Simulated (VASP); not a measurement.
# LiNb16 (a cell with a defect): single point with PBE

System: LiNb16 (a cell with a defect).

```
Nb Li
1.0
     6.60000    0.00000    0.00000
     0.00000    6.60000    0.00000
     0.00000    0.00000    6.60000
Nb Li
16 1
Direct
  0.98826 0.01333 0.98995
  0.48773 0.96330 0.96006
  0.00998 0.54080 0.02927
  0.97542 0.97997 0.52300
  0.26774 0.21441 0.22482
  0.53576 0.49930 0.98558
  0.48055 0.00165 0.51280
  0.83374 0.35630 0.28174
  0.02986 0.47903 0.54077
  0.24421 0.75748 0.29744
  0.26436 0.22945 0.72544
  0.46624 0.46644 0.44947
  0.72597 0.77021 0.22753
  0.73955 0.24512 0.74406
  0.24382 0.74395 0.74895
  0.72233 0.74205 0.74688
  0.60018 0.20674 0.16877
```

- Program: VASP 6.6.1
- Task: single point
- Functional: PBE
- Potentials or basis: VASP PAW PBE potentials, release 64 (Nb_sv, Li_sv)
- Cutoff: 520 eV
- k mesh: 2 × 2 × 2
- Occupations: fermi-dirac, width 0.15 eV
- Spin: no spin polarisation

```json
{
  "Largest force": "3.574 eV/Å",
  "Band gap on the k mesh": "zero (an odd number of electrons rules out a gap without spin polarisation)"
}
```

Forces on the atoms (eV/Å):
```
Nb   0.013 -0.369  0.842
Nb  -0.614  0.588  0.547
Nb   1.621 -0.575 -2.765
Nb   0.458  1.158 -1.071
Nb  -3.365  1.034  0.620
Nb  -2.402  0.715 -0.409
Nb   1.060 -1.149 -2.078
Nb  -0.029 -2.270  0.349
Nb  -0.126  1.842  0.698
Nb  -0.322  0.312 -2.661
Nb  -1.022  0.353  2.354
Nb   1.761  1.180  2.092
Nb   0.730  0.641  1.625
Nb   0.843  0.181  0.113
Nb  -0.649 -0.866  0.816
Nb   1.595 -0.369 -0.774
Li   0.447 -2.406 -0.299
```

Levels at points of the mesh, in eV from the Fermi level:
```tsv
k point	band 103	band 104	band 105	band 106	band 107	band 108
(0.00, 0.00, 0.00)	0.08	0.21	0.29	0.41	0.50	0.64
(0.50, 0.00, 0.00)	-0.30	-0.12	0.12	0.34	0.35	0.39
(0.00, 0.50, 0.00)	-0.09	0.02	0.08	0.11	0.23	0.38
(0.00, 0.00, 0.50)	-0.15	0.01	0.13	0.19	0.30	0.35
(0.50, 0.50, 0.00)	-0.53	-0.38	-0.32	-0.17	0.04	0.07
(0.00, 0.50, 0.50)	-0.45	-0.31	-0.27	-0.09	-0.02	0.09
(0.50, 0.00, 0.50)	-0.48	-0.35	-0.30	-0.15	-0.05	0.13
(0.50, 0.50, 0.50)	-0.95	-0.90	-0.75	-0.65	-0.57	-0.52
```

Run time: 10 min on 1 thread of Intel(R) Xeon(R) Platinum 8488C (Sapphire Rapids), with other jobs on the host, peak memory 0.46 GiB.

Caveat: the k points lie up to 0.48 Å⁻¹ apart, too coarse for converged energies and pressures of a metal.
